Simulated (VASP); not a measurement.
A run of VASP 6.6.1 is set up as follows.

The input INCAR:

```
SYSTEM = Tl
PREC     = Accurate       ! precision mode
ENCUT    = 520            ! plane-wave cutoff, eV
EDIFF    = 1E-6           ! SCF threshold, eV
ISMEAR   = 0              ! smearing method
SIGMA    = 0.15           ! smearing width, eV
LREAL    = .FALSE.        ! projectors in reciprocal space
LASPH    = .TRUE.         ! aspherical terms in the spheres
NELM     = 100            ! most SCF steps
ALGO     = Fast           ! electronic algorithm
ISIF     = 2              ! what is computed and relaxed
LWAVE    = .FALSE.        ! write WAVECAR
LCHARG   = .FALSE.        ! write CHGCAR
GGA      = PS             ! functional
NBANDS   = 12             ! bands
```

File KPOINTS:

```
Automatic mesh
0
G
  18 18 18
  0 0 0
```

Contents of POSCAR:

```
Tl
1.0
   -1.8924750000      1.8924750000      2.0380500000
    1.8924750000     -1.8924750000      2.0380500000
    1.8924750000      1.8924750000     -2.0380500000
Tl
1
Direct
    0.0000000000      0.0000000000      0.0000000000
```

Potentials or basis: VASP PAW PBE potentials, release 64 (Tl_d).

Run with:

```bash
$ cat potpaw_PBE.64/Tl_d/POTCAR > POTCAR
$ mpirun -np 1 vasp_std > vasp.out
```

(1) Estimate the pressure.

(2) What does it give for the band gap on the k mesh?

## Answers

(1) -0.8 GPa.

(2) zero (an odd number of electrons rules out a gap without spin polarisation).

Caveat: the cell differs from its parent crystal (strain -0.025 along x and y, +0.050 along z); the PAW data sets were made with another functional, which shifts forces and pressure a little; spin-orbit coupling is left out, which moves the levels of the heavy elements.
